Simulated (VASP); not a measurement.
The system is Ti.

```
CELL_PARAMETERS angstrom
4.60000 0.00000 0.00000
-2.30000 3.98372 0.00000
0.00000 0.00000 2.82000
ATOMIC_POSITIONS crystal
Ti 0.00000 0.00000 0.00000
Ti 0.33333 0.66667 0.50000
Ti 0.66667 0.33333 0.50000
```

This isn't the form of Ti at room conditions, which is hcp.

* Program: VASP 6.6.1
* Task: relaxation of cell and atoms
* Functional: LDA
* Potentials or basis: VASP PAW LDA potentials, release 64 (Ti_sv)
* Cutoff: 600 eV
* k mesh: 7 × 7 × 10
* Occupations: methfessel-paxton, width 0.1 eV
* Spin: no spin polarisation

At the start: pressure -9.2 GPa; volume 17.23 Å³/atom.

**Question.** Where does the relaxation end?

**Answer.** Over 6 steps the energy falls by 44.2 meV/atom and the volume is 15.80 Å³/atom (-8.3 %); space group P6/mmm (No. 191, to 0.1 Å) before and after.

Step by step:
```csv
step,energy change (eV),largest force (eV/Å),pressure (GPa),volume (Å³)
1,0.0000,0.0000,-9.21,51.68
2,-0.0570,0.0000,8.84,44.62
3,-0.1310,0.0000,0.02,47.48
4,-0.1310,0.0000,0.24,47.40
5,-0.1327,0.0000,0.18,47.41
6,-0.1327,0.0000,0.17,47.41
```

Final structure:
```cif
data_structure
_symmetry_space_group_name_H-M 'P 1'
_symmetry_Int_Tables_number 1
_cell_length_a 4.4457
_cell_length_b 4.4457
_cell_length_c 2.7698
_cell_angle_alpha 90.000
_cell_angle_beta 90.000
_cell_angle_gamma 120.000
_cell_volume 47.41
loop_
_atom_site_label
_atom_site_type_symbol
_atom_site_fract_x
_atom_site_fract_y
_atom_site_fract_z
_atom_site_occupancy
Ti1 Ti 0.00000 0.00000 0.00000 1
Ti2 Ti 0.33333 0.66667 0.50000 1
Ti3 Ti 0.66667 0.33333 0.50000 1
```
